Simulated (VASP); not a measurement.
Crystal: Al.

```
Al
1.0
    -1.59122    1.59122    1.59122
     1.59122   -1.59122    1.59122
     1.59122    1.59122   -1.59122
Al
1
Direct
  0.00000 0.00000 0.00000
```

| Quantity | Value |
| --- | --- |
| Program | VASP 6.6.1 |
| Task | relaxation of cell and atoms |
| Functional | PBEsol-based screened hybrid |
| Potentials or basis | VASP PAW PBE potentials, release 64 (Al) |
| Cutoff | 600 eV |
| k mesh | 6 × 6 × 6 |
| Occupations | fermi-dirac, width 0.05 eV |
| Spin | no spin polarisation |

At the start: pressure 2.5 GPa; volume 16.12 Å³/atom.

Q: How do energy, volume and symmetry change on relaxing?

A: Over 3 steps the energy falls by 3.8 meV/atom and the volume is 16.61 Å³/atom (+3.0 %); space group Im-3m (No. 229, to 0.05 Å).

The path:
```tsv
step	energy change (eV)	largest force (eV/Å)	pressure (GPa)	volume (Å³)
1	0.0000	0.0000	2.52	16.12
2	-0.0036	0.0000	-0.50	16.71
3	-0.0038	0.0000	0.00	16.61
```

Final structure:
```
CELL_PARAMETERS angstrom
-1.60717 1.60717 1.60717
1.60717 -1.60717 1.60717
1.60717 1.60717 -1.60717
ATOMIC_POSITIONS crystal
Al 0.00000 0.00000 0.00000
```

Caveat: the k points lie up to 0.46 Å⁻¹ apart in the final cell; the PAW data sets were made with another functional, which shifts forces and pressure a little.
